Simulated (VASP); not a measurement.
HfC (rocksalt type):

```
CELL_PARAMETERS angstrom
0.00000 2.23228 2.23228
2.23228 0.00000 2.23228
2.23228 2.23228 0.00000
ATOMIC_POSITIONS crystal
Hf 0.00000 0.00000 0.00000
C 0.50000 0.50000 0.50000
```

* Program: VASP 6.6.1
* Task: relaxation of cell and atoms
* Functional: PBE
* Potentials or basis: VASP PAW PBE potentials, release 64 (Hf_pv, C)
* Cutoff: 600 eV
* k mesh: 16 × 16 × 16
* Occupations: fermi-dirac, width 0.05 eV
* Spin: no spin polarisation

At the start: pressure 36.5 GPa; volume 11.12 Å³/atom.

Q: Where does the relaxation end?

A: Over 17 steps the energy falls by 146.4 meV/atom and the volume is 12.54 Å³/atom (+12.8 %); space group Fm-3m (No. 225, to 0.1 Å) before and after.

The path:
```
step  energy change (eV)  largest force (eV/Å)  pressure (GPa)  volume (Å³)
   1              0.0000                0.0000           36.52        22.25
   2              0.5292                0.0000          -34.19        31.45
   3             -0.2915                0.0000           -1.96        25.30
   4             -0.2928                0.0000           -0.24        25.11
   5             -0.2928                0.0000            0.35        25.05
   6             -0.2928                0.0000            0.33        25.06
   7             -0.2928                0.0000            0.33        25.06
   8             -0.2928                0.0000            0.28        25.06
   9             -0.2928                0.0000            0.28        25.06
  10             -0.2928                0.0000            0.28        25.06
  11             -0.2928                0.0000            0.28        25.06
  12             -0.2928                0.0000            0.28        25.06
  13             -0.2928                0.0000            0.28        25.06
  14             -0.2928                0.0000            0.28        25.06
  15             -0.2928                0.0000            0.27        25.07
  16             -0.2928                0.0000            0.15        25.07
  17             -0.2928                0.0000            0.02        25.08
```

Final structure:
```xyz
2
Lattice="0.0000 2.3234 2.3234 2.3234 0.0000 2.3234 2.3234 2.3234 0.0000" Properties=species:S:1:pos:R:3 pbc="T T T"
Hf    0.0000    0.0000    0.0000
C     2.3234    2.3234    2.3234
```
